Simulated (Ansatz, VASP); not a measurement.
# Two plane-wave programs on KOs3

```
CELL_PARAMETERS angstrom
7.58841 0.00000 0.00000
-3.79421 6.57176 0.00000
0.00000 0.00000 4.33464
ATOMIC_POSITIONS crystal
K 0.33333 0.66667 0.25000
K 0.66667 0.33333 0.75000
Os 0.89002 0.78005 0.25000
Os 0.10998 0.89002 0.75000
Os 0.21995 0.10998 0.25000
Os 0.10998 0.21995 0.75000
Os 0.89002 0.10998 0.25000
Os 0.78005 0.89002 0.75000
```

Alike in both runs: functional PBE; k mesh 6 × 6 × 10; occupations gaussian, width 0.1 eV; no spin polarisation.

Ansatz relaxed the structure, and its values are those at the end. VASP's run is a single point on that final structure, the one shown.

|  | VASP | Ansatz |
| --- | --- | --- |
| version | VASP 6.6.1 | Ansatz 0.2.0 |
| potentials or method | VASP PAW PBE potentials, release 64 (K_sv, Os), cutoff 520 eV | scalar-relativistic, plane waves, PAW |
| valence electrons in the cell | 66 | 114 |

VASP gave:

| Property | Result |
| --- | --- |
| gap on the k mesh at the Fermi level (eV) | none |
| pressure (GPa) | 0.1 |
| rms of the force components (eV/Å) | 0.017 |

Question: Estimate Ansatz's values.

Answer: gap on the k mesh at the Fermi level (eV): none; pressure (GPa): 0.0; rms of the force components (eV/Å): 0.002.

A gap of «none» marks a metal or a gap that the smearing closes. VASP's potentials hold 66 valence electrons a cell and Ansatz's 114, so a difference there can come from the potentials and not from the codes.

Spin-orbit coupling is off throughout.
